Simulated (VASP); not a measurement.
IrSe: single point with PBE

IrSe:

```xyz
2
Lattice="0.0000 2.8455 2.8455 2.8455 0.0000 2.8455 2.8455 2.8455 0.0000" Properties=species:S:1:pos:R:3 pbc="T T T"
Ir    0.0000    0.0000    0.0000
Se    1.4228    1.4228    1.4228
```

* Program: VASP 6.6.1
* Task: single point
* Functional: PBE
* Potentials or basis: VASP PAW PBE potentials, release 64 (Ir, Se)
* Cutoff: 520 eV
* k mesh: 10 × 10 × 10
* Occupations: gaussian, width 0.05 eV
* Spin: no spin polarisation

| Item | Value |
| --- | --- |
| Pressure | -6.8 GPa |
| Band gap on the k mesh | zero (an odd number of electrons rules out a gap without spin polarisation) |

Levels at points of the mesh, in eV from the Fermi level:
```csv
k point,band 5,band 6,band 7,band 8,band 9,band 10
"(0.00, 0.00, 0.00)",-2.19,-2.19,0.59,2.78,2.78,2.78
"(0.50, 0.00, 0.00)",-1.98,-1.98,-1.82,0.95,0.95,2.83
"(0.50, 0.50, 0.00)",-2.43,-1.91,-1.68,-0.85,-0.85,4.75
```

It took 51 s on 1 thread of Intel Xeon 8259CL (shared host), peak memory 0.19 GiB.

Caveat: the cell stands under tension; spin-orbit coupling is left out, which moves the levels of the heavy elements.
